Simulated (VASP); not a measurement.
A run of VASP 6.6.1 is set up as follows.

Contents of INCAR:

```
SYSTEM = Pt
ALGO = Normal
EDIFF = 1E-6
ENCUT = 520
GGA = PE
ISIF = 2
ISMEAR = -1
ISPIN = 2
LASPH = .TRUE.
LCHARG = .TRUE.
LELF = .TRUE.
LMAXMIX = 4
LORBIT = 11
LREAL = .FALSE.
LVHAR = .TRUE.
LWAVE = .FALSE.
MAGMOM = 1
NBANDS = 15
NELM = 150
PREC = Accurate
SIGMA = 0.05
```

Contents of KPOINTS:

```
k-points
0
G
  13 13 13
  0 0 0
```

POSCAR

```
Pt
1.0
    2.5526570436      0.0000000000      0.0000000000
    0.0000000000      2.5526570436      0.0000000000
    0.0000000000      0.0000000000      2.5526570436
Pt
1
Direct
    0.0000000000      0.0000000000      0.0000000000
```

Potentials or basis: VASP PAW PBE potentials, release 64 (Pt).

The run is started by

```console
$ cat potpaw_PBE.64/Pt/POTCAR > POTCAR
$ mpirun -np 1 vasp_std > vasp.out
```

Question: Estimate the pressure.

Answer: 18.4 GPa.

Question: Predict the net moment.

Answer: 0.00 μB per cell.

Question: Predict the band gap on the k mesh.

Answer: Zero (filled and empty bands overlap).

Caveat: spin-orbit coupling is left out, which moves the levels of the heavy elements.
